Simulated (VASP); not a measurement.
Set up this calculation in VASP 6.6.1, as the native input.

```yaml
Task: single point
Functional: LDA
Potentials_or_basis: VASP PAW LDA potentials, release 64 (Al, N)
Cutoff: 600 eV
k_mesh: 15 × 15 × 15
Occupations: fermi-dirac, width 0.1 eV
Spin: no spin polarisation
Dipole_correction: no
Further_INCAR_settings: ALGO = Normal; EDIFF = 1e-06; NBANDS = 11
```

The structure of AlN (rocksalt type) lies in POSCAR:

```
AlN
1.0
    0.0000000000      1.7974636150      1.7974636150
    1.7974636150      0.0000000000      1.7974636150
    1.7974636150      1.7974636150      0.0000000000
Al N
1 1
Direct
    0.0000000000      0.0000000000      0.0000000000
    0.5000000000      0.5000000000      0.5000000000
```

This cell differs from its parent crystal: volume scaled by 0.72.

The input as run:

INCAR

```
PREC     = Accurate       # precision mode
ENCUT    = 600            # plane-wave cutoff, eV
EDIFF    = 1E-6           # SCF threshold, eV
ISMEAR   = -1             # smearing method
SIGMA    = 0.1            # smearing width, eV
LREAL    = F              # projectors in reciprocal space
LASPH    = T              # aspherical terms in the spheres
NELM     = 120            # most SCF steps
ALGO     = Normal         # electronic algorithm
ISIF     = 2              # what is computed and relaxed
LWAVE    = F              # write WAVECAR
LCHARG   = F              # write CHGCAR
NBANDS   = 11             # bands
GGA_COMPAT= F
```

KPOINTS

```
regular mesh
0
Gamma
  15 15 15
```

Potentials or basis: VASP PAW LDA potentials, release 64 (Al, N).

Launch:

```bash
$ cat potpaw_LDA.64/Al/POTCAR potpaw_LDA.64/N/POTCAR > POTCAR
$ mpirun -np 1 vasp_std > vasp.out
```

It gave:

```
Pressure               : 175.4 GPa
Band gap on the k mesh : 4.29 eV, indirect (least direct gap 8.10 eV)
```

Wall time 5.1 s on 1 thread of Intel(R) Xeon(R) 6975P-C (Granite Rapids) (shared host), peak memory 0.12 GiB.
